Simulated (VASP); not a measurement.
Write the native input for VASP 6.6.1 that does the following.

- Task: relaxation of cell and atoms
- Functional: PBE
- Potentials or basis: VASP PAW PBE potentials, release 64 (Ca_sv, B)
- Cutoff: 600 eV
- k mesh: 6 × 6 × 4
- Occupations: gaussian, width 0.1 eV
- Spin: no spin polarisation
- Dipole correction: no
- Further INCAR settings: ALGO = Normal; EDIFF = 1e-06; IBRION = 2; EDIFFG = -0.04; NSW = 90; ISIF = 3

The structure of CaB6 lies in POSCAR:

```
CaB6
1.0
    2.7476134106     -2.6132908391      0.0000000000
    2.7476134106      2.6132908391      0.0000000000
   -2.0568623428      0.0000000000      5.4314748879
Ca B
1 6
Direct
    0.3874393051      0.6125606949      0.0000000000
    0.2597678614      0.9716920286      0.3333333333
    0.0283079714      0.7402321386      0.6666666667
    0.1593437556      0.1593437556      0.0345921973
    0.8406562444      0.8406562444      0.9654078027
    0.9201395176      0.3599534941      0.0000000000
    0.6400465059      0.0798604824      0.0000000000
```

The cell was built from a structure type or drawn by symmetry, and may not be a known phase.

The input as run:

INCAR

```
SYSTEM = CaB6
PREC = Accurate ; ENCUT = 600
EDIFF = 1E-6 ; ISMEAR = 0
SIGMA = 0.1 ; LREAL = .FALSE.
LASPH = .TRUE. ; NELM = 60
ALGO = Normal ; ISIF = 3
LWAVE = .FALSE. ; LCHARG = .FALSE.
GGA = PE ; IBRION = 2
NSW = 90 ; EDIFFG = -0.04
```

KPOINTS

```
Automatic mesh
0
G
  6 6 4
  0 0 0
```

Potentials or basis: VASP PAW PBE potentials, release 64 (Ca_sv, B).

Launch:

```sh
$ cat potpaw_PBE.64/Ca_sv/POTCAR potpaw_PBE.64/B/POTCAR > POTCAR
$ mpirun -np 1 vasp_std > vasp.out
```

It gave:

```yaml
Relaxed_volume: 13.93 Å³/atom
Relaxed_cell: a = 5.294 Å, b = 5.294 Å, c = 4.521 Å, α = 106.83°, β = 106.83°, γ = 114.44°
Space_group_after_relaxing_to_0.1_Å: C2 (No. 5)
Pressure_after_relaxing: -0.2 GPa
Largest_force_after_relaxing: 0.030 eV/Å
Band_gap_on_the_k_mesh: zero (bands 14 and 15 overlap by 0.42 eV)
```

Caveat: the volume moved by over 15 % at a fixed basis, so the end points are rough.

Run time: 32 min on 1 thread of Intel(R) Xeon(R) Platinum 8259CL CPU @ 2.50GHz (Skylake/Cascade Lake), on a shared host, peak memory 0.26 GiB.
